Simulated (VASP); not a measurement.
Here is a VASP 6.6.1 calculation.

INCAR

```
PREC     = Accurate       # precision mode
ENCUT    = 600            # plane-wave cutoff, eV
EDIFF    = 1E-6           # SCF threshold, eV
ISMEAR   = 0              # smearing method
SIGMA    = 0.2            # smearing width, eV
LREAL    = False          # projectors in reciprocal space
LASPH    = True           # aspherical terms in the spheres
NELM     = 200            # most SCF steps
ALGO     = Normal         # electronic algorithm
ISIF     = 2              # what is computed and relaxed
LWAVE    = False          # write WAVECAR
LCHARG   = False          # write CHGCAR
GGA      = PE             # functional
NBANDS   = 19             # bands
GGA_COMPAT= False        
LMAXMIX  = 6              # l up to which the mixer works
```

KPOINTS

```
Automatic mesh
0
Gamma
  6 6 4
```

The input POSCAR:

```
Ho2O
1.0
    3.3115350753      0.0000000000      0.0000000000
   -1.6557675376      2.8678735007      0.0000000000
    0.0000000000      0.0000000000      6.2486722364
Ho O
2 1
Direct
    0.3333333333      0.6666666667      0.7509667658
    0.3333333333      0.6666666667      0.2490332342
    0.0000000000      0.0000000000      0.0000000000
```

Potentials or basis: VASP PAW PBE potentials, release 64 (Ho_3, O), 4f in core.

Run with:

```bash
$ cat potpaw_PBE.64/Ho_3/POTCAR potpaw_PBE.64/O/POTCAR > POTCAR
$ mpirun -np 1 vasp_std > vasp.out
```

(1) What does it give for the pressure?

(2) What does it give for the band gap on the k mesh?

Answers

(1) 0.4 GPa.

(2) zero (bands 12 and 13 overlap by 0.46 eV).

Caveat: the k points lie up to 0.37 Å⁻¹ apart; spin-orbit coupling is left out, which moves the levels of the heavy elements; the 4f electrons are frozen in the core, so they carry no moment and show no levels; the run has no spin polarisation, though such a crystal can be magnetic.
